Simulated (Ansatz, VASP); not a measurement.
MgO in VASP and in Ansatz

The input POSCAR:

```
MgO
1.0
    0.0000000000      2.0970013927      2.0970013927
    2.0970013927      0.0000000000      2.0970013927
    2.0970013927      2.0970013927      0.0000000000
Mg O
1 1
Direct
    0.0000000000      0.0000000000      0.0000000000
    0.5000000000      0.5000000000      0.5000000000
```

File INCAR.step1:

```
SYSTEM = MgO
  PREC = Accurate
  ENCUT = 600
  EDIFF = 1E-5
  ISMEAR = -1
  SIGMA = 0.05
  LREAL = .False.
  LASPH = .True.
  NELM = 60
  ALGO = Normal
  LWAVE = .True.
  LCHARG = .False.
  GGA = PE
  NBANDS = 11
```

INCAR.step2

```
SYSTEM = MgO
  PREC = Accurate
  ENCUT = 600
  EDIFF = 1E-6
  ISMEAR = -1
  SIGMA = 0.05
  LREAL = .False.
  LASPH = .True.
  NELM = 60
  ALGO = Normal
  ISIF = 3
  LWAVE = .False.
  LCHARG = .False.
  GGA = PE
  LHFCALC = .True.
  AEXX = 1.0
  ALDAC = 0.0
  AGGAC = 0.0
  PRECFOCK = Normal
  IBRION = 2
  NSW = 60
  EDIFFG = -0.01
  ISTART = 1
```

The input KPOINTS:

```
Automatic mesh
0
Gamma
  6 6 6
  0 0 0
```

Contents of input.yaml:

```yaml
crystal:
  lattice:
    - [0.0, 2.0970013927, 2.0970013927]
    - [2.0970013927, 0.0, 2.0970013927]
    - [2.0970013927, 2.0970013927, 0.0]
  atoms:
    - { symbol: Mg, position: [0.0, 0.0, 0.0] }
    - { symbol: O, position: [0.5, 0.5, 0.5] }
hamiltonian:
  xc: hf
  pseudopotentials: { kind: paw }
kpoints:
  mp_grid: { grid: [6, 6, 6] }
scf:
  occupations: { method: fermi_dirac, width: 0.05 }
output:
  forces: true
  stress: true
  write_density: true
  write_potential: true
  elf: true
  volumetric_format: npy
relax:
  f_tol: 0.01
  max_steps: 40
  cell: { stress_tol: 0.05 }
```

Alike in both runs: task relaxation of cell and atoms; functional HF; k mesh 6 × 6 × 6; occupations fermi-dirac, width 0.05 eV; no spin polarisation.

|  | VASP | Ansatz |
| --- | --- | --- |
| version | VASP 6.6.1 | Ansatz 0.2.0 |
| potentials or method | VASP PAW PBE potentials, release 64 (Mg, O) | Ansatz PAW |
| plane-wave cutoff (eV) | 600 | 420 |
| valence electrons in the cell | 8 | 16 |

|  | VASP | Ansatz | Ansatz less VASP |
| --- | --- | --- | --- |
| gap on the k mesh at the Fermi level, each at its own relaxed structure (eV) | 15.74 | 15.90 | +0.166 |
| relaxed volume (Å³/atom) | 9.18 | 9.15 | -0.030 |
| relaxed length of the cell vector where the two differ most in proportion (Å) | 2.962 | 2.958 | -0.0032 |

VASP's potentials were made for PBE, not for HF. VASP's potentials hold 8 valence electrons a cell and Ansatz's 16, so a difference there can come from the potentials and not from the codes.

The k mesh is coarse, so the values compare programs but aren't converged. Noted on Ansatz's run: the plane-wave basis is chosen anew once the cell has moved, so the energies of steps on either side of that aren't comparable.
